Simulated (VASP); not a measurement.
Crystal: Cu.

```
Cu
1.0
     0.00000    2.51687    2.51687
     2.51687    0.00000    2.51687
     2.51687    2.51687    0.00000
Cu
2
Direct
  0.12500 0.12500 0.12500
  0.87500 0.87500 0.87500
```

- Program: VASP 6.6.1
- Task: relaxation of cell and atoms
- Functional: revPBE
- Potentials or basis: VASP PAW PBE potentials, release 64 (Cu)
- Cutoff: 600 eV
- k mesh: 11 × 11 × 11
- Occupations: fermi-dirac, width 0.1 eV
- Spin: no spin polarisation

At the start: pressure 18.9 GPa; volume 15.94 Å³/atom.

Q: Where does the relaxation end?

A: Over 4 steps the energy falls by 189.9 meV/atom and the volume is 19.97 Å³/atom (+25.2 %); space group Fd-3m (No. 227, to 0.05 Å).

The path:
```tsv
step	energy change (eV)	largest force (eV/Å)	pressure (GPa)	volume (Å³)
1	0.0000	0.0000	18.88	31.89
2	-0.3729	0.0000	-1.84	41.37
3	-0.3795	0.0000	0.34	39.69
4	-0.3798	0.0000	0.06	39.94
```

Final structure:
```
Cu
1.0
     0.00000    2.71299    2.71299
     2.71299    0.00000    2.71299
     2.71299    2.71299    0.00000
Cu
2
Direct
  0.12500 0.12500 0.12500
  0.87500 0.87500 0.87500
```

Caveat: the volume moved by over 15 % at a fixed basis, so the end points are rough; the PAW data sets were made with another functional, which shifts forces and pressure a little.
